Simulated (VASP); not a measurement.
# W3O in VASP: single point with PBE

Aim: the single point of W3O with PBE.

Everything below comes from runs of VASP 6.6.1. Logs are shortened: lines on timing, memory, paths and dates and some standing lists are left out, and cuts for length are marked.

### 1 The cell of the first run

The cell holds a slab with vacuum, 4 atoms: a = 2.757 Å, b = 2.757 Å, c = 19.856 Å, α = 90.00°, β = 90.00°, γ = 109.47°.

### 2 Single point, PBE

File INCAR:

```
SYSTEM = W3O
PREC = Accurate ; ENCUT = 1000
EDIFF = 1E-6 ; ISMEAR = 0
SIGMA = 0.1 ; LREAL = .FALSE.
LASPH = .TRUE. ; NELM = 120
ALGO = Normal ; ISIF = 2
LWAVE = .FALSE. ; LCHARG = .TRUE.
LDIPOL = .TRUE. ; IDIPOL = 3
DIPOL = 0.5 0.5 0.356 ; GGA = PE
LELF = .TRUE. ; LVHAR = .TRUE.
LVACPOTAV = .TRUE. ; NBANDS = 32
GGA_COMPAT = .FALSE. ; NELMDL = -8
```

File KPOINTS:

```
regular mesh
0
G
  10 10 1
  0 0 0
```

File POSCAR:

```
W3O
1.0
    2.7571643597      0.0000000000      0.0000000000
   -0.9190547866      2.5994794874      0.0000000000
    0.0000000000      0.0000000000     19.8562161029
W O
3 1
Direct
    0.5000000000      0.5000000000      0.2014482507
    0.0000000000      0.0000000000      0.3111437107
    0.5000000000      0.5000000000      0.4208362792
    0.5000000000      1.0000000000      0.4906150433
```

Potentials or basis: VASP PAW PBE potentials, release 64 (W_sv, O_h).

Launch:

```
> cat potpaw_PBE.64/W_sv/POTCAR potpaw_PBE.64/O_h/POTCAR > POTCAR
> mpirun -np 1 vasp_std > vasp.out
```

OUTCAR:

```text
SYSTEM = W3O
   PREC = Accurate
   ENCUT = 1000
   EDIFF = 1E-6
   ISMEAR = 0
   LREAL = .FALSE.
   LASPH = .TRUE.
   NELM = 120
   ISIF = 2
   GGA = PE
   NELMDL = -8

 ion  position               nearest neighbor table
   1  0.500  0.500  0.201-   2 2.70   2 2.70   2 3.13   2 3.13
   2  0.000  0.000  0.311-   3 2.70   3 2.70   1 2.70   1 2.70   3 3.13   3 3.13   1 3.13   1 3.13

   3  0.500  0.500  0.421-   4 1.95   4 1.95   2 2.70   2 2.70   2 3.13   2 3.13
   4  0.500  0.000  0.491-   3 1.95   3 1.95

  LATTYP: Found a base centered orthorhombic cell.
 ALAT       =     3.1836991705
 B/A-ratio  =     1.4142135624
 C/A-ratio  =     6.2368380427

  Lattice vectors:

 A1 = (   2.7571643597,   0.0000000000,   0.0000000000)
 A2 = (  -0.9190547866,   2.5994794874,   0.0000000000)
 A3 = (   0.0000000000,   0.0000000000,  19.8562161029)

Analysis of symmetry for initial positions (statically):
=====================================================================
 Subroutine PRICEL returns:
 Original cell was already a primitive cell.

 Routine SETGRP: Setting up the symmetry group for a
 base centered orthorhombic supercell.

 Subroutine GETGRP returns: Found  2 space group operations
 (whereof  2 operations were pure point group operations)
 out of a pool of  8 trial point group operations.

The static configuration has the point symmetry C_2 .

Analysis of symmetry for dynamics (positions and initial velocities):
=====================================================================
 Subroutine PRICEL returns:
 Original cell was already a primitive cell.

 Routine SETGRP: Setting up the symmetry group for a
 base centered orthorhombic supercell.

 Subroutine GETGRP returns: Found  2 space group operations
 (whereof  2 operations were pure point group operations)
 out of a pool of  8 trial point group operations.

The dynamic configuration has the point symmetry C_2 .

 Subroutine INISYM returns: Found  2 space group operations
 (whereof  2 operations are pure point group operations),
 and found     1 'primitive' translations

----------------------------------------------------------------------------------------

                                     Primitive cell

  volume of cell :     142.3133

  direct lattice vectors                    reciprocal lattice vectors
     2.757164360  0.000000000  0.000000000     0.362691472  0.128230800  0.000000000
    -0.919054787  2.599479487  0.000000000     0.000000000  0.384692399  0.000000000
     0.000000000  0.000000000 19.856216103     0.000000000  0.000000000  0.050362063

  length of vectors
     2.757164360  2.757164360 19.856216103     0.384692399  0.384692399  0.050362063

  position of ions in fractional coordinates (direct lattice)
     0.500000000  0.500000000  0.201448251
     0.000000000  0.000000000  0.311143711
     0.500000000  0.500000000  0.420836279
     0.500000000  0.000000000  0.490615043

  ion indices of the primitive-cell ions
   primitive index   ion index
                 1           1
                 2           2
                 3           3
                 4           4

----------------------------------------------------------------------------------------

 KPOINTS: regular mesh

Automatic generation of k-mesh.
 Grid dimensions read from file:
 generate k-points for:   10   10    1

 Generating k-lattice:

  Cartesian coordinates                     Fractional coordinates (reciprocal lattice)
     0.036269147  0.012823080  0.000000000     0.100000000 -0.000000000  0.000000000
     0.000000000  0.038469240  0.000000000     0.000000000  0.100000000  0.000000000
     0.000000000  0.000000000  0.050362063     0.000000000  0.000000000  1.000000000

  Length of vectors
     0.038469240  0.038469240  0.050362063

  Shift w.r.t. Gamma in fractional coordinates (k-lattice)
     0.000000000  0.000000000  0.000000000

 Subroutine IBZKPT returns following result:
 ===========================================

 Found     52 irreducible k-points:

 Following reciprocal coordinates:
            Coordinates               Weight
  0.000000  0.000000  0.000000      1.000000
  0.100000  0.000000  0.000000      2.000000
  0.000000  0.100000  0.000000      2.000000
  0.200000  0.000000  0.000000      2.000000
  0.000000  0.200000  0.000000      2.000000
  0.300000 -0.000000  0.000000      2.000000
[... 16 lines left out ...]
 -0.300000  0.100000  0.000000      2.000000
  0.100000 -0.300000  0.000000      2.000000
 [... further k-points ...]
   k-points           NKPTS =     52   k-points in BZ     NKDIM =     52   number of bands    NBANDS=     32
   number of dos      NEDOS =    301   number of ions     NIONS =      4
   total plane-waves  NPLWV = 164640
   dimension x,y,z NGX =    28 NGY =   28 NGZ =  210
   dimension x,y,z NGXF=    56 NGYF=   56 NGZF=  420
   ions per type =               3   1
   NGX,Y,Z   is equivalent  to a cutoff of  16.88, 16.88, 17.58 a.u.
   NGXF,Y,Z  is equivalent  to a cutoff of  33.77, 33.77, 35.16 a.u.
 SYSTEM =  W3O
   PREC   = accura    normal or accurate (medium, high low for compatibility)
   ISTART =      0    job   : 0-new  1-cont  2-samecut
   ICHARG =      2    charge: 1-file 2-atom 10-const
   ISPIN  =      1    spin polarized calculation?
   LNONCOLLINEAR =      F non collinear calculations
   LSORBIT =      F    spin-orbit coupling
   LASPH  =      T    aspherical Exc in radial PAW
   ENCUT  = 1000.0 eV  73.50 Ry    8.57 a.u.   7.11  7.11 51.20*2*pi/ulx,y,z
   NELM   =    120;   NELMIN=  2; NELMDL= -8     # of ELM steps
   EDIFF  = 0.1E-05   stopping-criterion for ELM
   LREAL  =      F    real-space projection
[... 7 lines left out ...]
   TEBEG  =    0.0;   TEEND  =   0.0 temperature during run
   PSTRESS=    0.0 pullay stress
   NELECT =      48.0000    total number of electrons
   NUPDOWN=      -1.0000    fix difference up-down
   EMIN   =  10.00;   EMAX   =-10.00  energy-range for DOS
   EFERMI =   0.00;   METHOD = LEGACY
   ISMEAR =     0;   SIGMA  =   0.10  broadening in eV -4-tet -1-fermi 0-gaus
   EFERMI_NEDOS =   21; number of points for ismear=-14 and -15
   IALGO  =     38    algorithm
   IMIX   =      4    mixing-type and parameters
     AMIX     =   0.40;   BMIX     =  1.00
     AMIX_MAG =   1.60;   BMIX_MAG =  1.00
  volume/ion in A,a.u.               =      35.58       240.09
  Fermi-wavevector in a.u.,A,eV,Ry     =   1.139568  2.153470 17.668718  1.298614
  Thomas-Fermi vector in A             =   2.276271
   LORBIT       =      0    0 simple, 1 ext, 2 COOP (PROOUT), +10 PAW based schemes
   GGA     = PE    functional components
   LHFCALC =     F    Hartree Fock is set to
   AEXX    =    0.0000 exact exchange contribution
   IVDW    =     0    specifies the selected vdW correction
   LEPSILON=     F    determine dielectric tensor
   LRPA    =     F    only Hartree local field effects (RPA)
 non-spin polarized calculation
 Gauss-broadening in eV      SIGMA  =   0.10
  energy-cutoff  :     1000.00
  volume of cell :      142.31
 maximum number of plane-waves:     10288
   NGX = 15   NGY = 15   NGZ =103

 dipolmoment           0.000000      0.000000     -0.002534 electrons x Angstroem

 number of electron      48.0000000 magnetization

 dipolmoment           0.000000      0.000000      0.096362 electrons x Angstroem

 Free energy of the ion-electron system (eV)
  ---------------------------------------------------
  ext. energy  EPLUGINS =         0.00000000
  ---------------------------------------------------
  free energy    TOTEN  =       -43.82483291 eV

  energy without entropy =      -43.81000955  energy(sigma->0) =      -43.81742123

 E-fermi :   0.3268     XC(G=0):  -6.0148

 val. band max:        0.3165568494   @ k =   0.4000  -0.0000   0.0000
 cond. band min:       0.3326345945   @ k =   0.0000   0.4000   0.0000
 fundamental gap:      0.0160777451
 Fermi energy:         0.3267613693

 k-point     1 :       0.0000    0.0000    0.0000
  band No.  band energies     occupation
      1     -74.3326      2.00000
      2     -73.7174      2.00000
      3     -73.6241      2.00000
      4     -38.7877      2.00000
      5     -38.3190      2.00000
      6     -38.2376      2.00000
[... 24 lines left out ...]
     31       2.7438      0.00000
     32       3.2519      0.00000

 k-point     2 :       0.1000    0.0000    0.0000
  band No.  band energies     occupation
      1     -74.3264      2.00000
      2     -73.7100      2.00000
      3     -73.6200      2.00000
      4     -38.7676      2.00000
      5     -38.3875      2.00000
      6     -38.2175      2.00000
[... 24 lines left out ...]
     31       2.9089      0.00000
     32       3.4684      0.00000

 k-point     3 :       0.0000    0.1000    0.0000
  band No.  band energies     occupation
      1     -74.3261      2.00000
      2     -73.7100      2.00000
      3     -73.6200      2.00000
      4     -38.7620      2.00000
      5     -38.3969      2.00000
      6     -38.2130      2.00000
[... 24 lines left out ...]
     31       3.0606      0.00000
     32       3.5134      0.00000

 k-point     4 :       0.2000    0.0000    0.0000
  band No.  band energies     occupation
      1     -74.3102      2.00000
      2     -73.6901      2.00000
      3     -73.6095      2.00000
      4     -38.7241      2.00000
      5     -38.5633      2.00000
      6     -38.2247      2.00000
[... 24 lines left out ...]
     31       3.2905      0.00000
     32       3.6817      0.00000

 k-point     5 :       0.0000    0.2000    0.0000
  band No.  band energies     occupation
      1     -74.3091      2.00000
      2     -73.6901      2.00000
      3     -73.6095      2.00000
      4     -38.6982      2.00000
      5     -38.6036      2.00000
      6     -38.2235      2.00000
[... 584 lines left out ...]
     31       4.3772      0.00000
     32       4.7253      0.00000

 k-point    22 :       0.1000   -0.4000    0.0000
  band No.  band energies     occupation
      1     -74.2682      2.00000
      2     -73.6438      2.00000
      3     -73.5811      2.00000
      4     -39.0712      2.00000
      5     -38.6281      2.00000
      6     -38.3627      2.00000
[... 24 lines left out ...]
     31       4.4792      0.00000
     32       4.7470      0.00000

 k-point    23 :      -0.3000    0.1000    0.0000
  band No.  band energies     occupation
      1     -74.2876      2.00000
      2     -73.6663      2.00000
      3     -73.5899      2.00000
      4     -38.7765      2.00000
      5     -38.6493      2.00000
      6     -38.2895      2.00000
[... 24 lines left out ...]
     31       3.4995      0.00000
     32       4.0566      0.00000

 k-point    24 :       0.1000   -0.3000    0.0000
  band No.  band energies     occupation
      1     -74.2859      2.00000
      2     -73.6663      2.00000
      3     -73.5899      2.00000
      4     -38.8268      2.00000
      5     -38.6351      2.00000
      6     -38.2996      2.00000
[... 24 lines left out ...]
     31       3.4556      0.00000
     32       3.8097      0.00000

 [... further k-points ...]

------------------------ aborting loop because EDIFF is reached ----------------------------------------

  FORCE on cell =-STRESS in cart. coord.  units (eV):
  Direction    XX          YY          ZZ          XY          YZ          ZX
  --------------------------------------------------------------------------------------
  -------------------------------------------------------------------------------------
  Total        0.2606481      1.5456833      2.1927617     -0.9140641      0.0000000      0.0000000
  in kB        2.9344017     17.4014545     24.6863268    -10.2906240      0.0000000      0.0000000
  external PRESSURE =      15.0073943 kB  Pullay stress =       0.0000000 kB

 VOLUME and BASIS-vectors are now :
 -----------------------------------------------------------------------------
  energy-cutoff  :     1000.00
  volume of cell :      142.31
      direct lattice vectors                 reciprocal lattice vectors
     2.757164360  0.000000000  0.000000000     0.362691472  0.128230800  0.000000000
    -0.919054787  2.599479487  0.000000000     0.000000000  0.384692399  0.000000000
     0.000000000  0.000000000 19.856216103     0.000000000  0.000000000  0.050362063

 POSITION                                       TOTAL-FORCE (eV/Angst)
 -----------------------------------------------------------------------------------
      0.91905      1.29974      4.00000         0.000000      0.000000     -0.049188
      0.00000      0.00000      6.17814        -0.000000      0.000000     -0.786606
      0.91905      1.29974      8.35622        -0.000000      0.000000      0.634744
      1.37858      0.00000      9.74176        -0.000000      0.000000      0.201051
 -----------------------------------------------------------------------------------
    total drift:                               -0.000000     -0.000000      0.000257

  FREE ENERGIE OF THE ION-ELECTRON SYSTEM (eV)
  ---------------------------------------------------
  free  energy   TOTEN  =       -43.8248329128 eV

  energy  without entropy=      -43.8100095483  energy(sigma->0) =      -43.81742123

 vacuum level on the upper side and lower side of the slab         7.625         5.192
```

Wall time 13 min (1 thread of Intel Xeon 6975P-C (Granite Rapids), shared host); peak memory 0.74 GiB.

Results:

```
Free energy            : -43.8248 eV
Largest force          : 0.787 eV/Å
Band gap on the k mesh : zero (bands 24 and 25 overlap by 1.84 eV)
```

Forces in eV/Å, atoms in the order of the input:
```
W    0.000  0.000 -0.049
W    0.000  0.000 -0.787
W    0.000  0.000  0.635
O    0.000  0.000  0.201
```

Levels at points of the mesh, in eV from the Fermi level:
| k point | band 20 | band 21 | band 22 | band 23 | band 24 | band 25 | band 26 | band 27 | band 28 | band 29 |
| --- | --- | --- | --- | --- | --- | --- | --- | --- | --- | --- |
| (0.00, 0.00, 0.00) | -2.44 | -1.67 | -1.40 | -1.21 | -0.37 | -0.30 | 0.34 | 1.31 | 1.99 | 2.19 |
| (0.50, 0.00, 0.00) | -3.02 | -2.21 | -1.52 | -0.47 | 0.70 | 2.15 | 2.22 | 2.27 | 2.99 | 3.02 |
| (0.00, 0.50, 0.00) | -3.13 | -1.90 | -1.62 | -0.59 | 0.81 | 1.57 | 1.71 | 2.22 | 2.64 | 3.14 |
| (0.50, 0.50, 0.00) | -3.00 | -2.10 | -1.90 | -0.25 | 1.24 | 1.31 | 2.27 | 2.98 | 4.16 | 4.98 |

Caveat: spin-orbit coupling is left out, which moves the levels of the heavy elements.
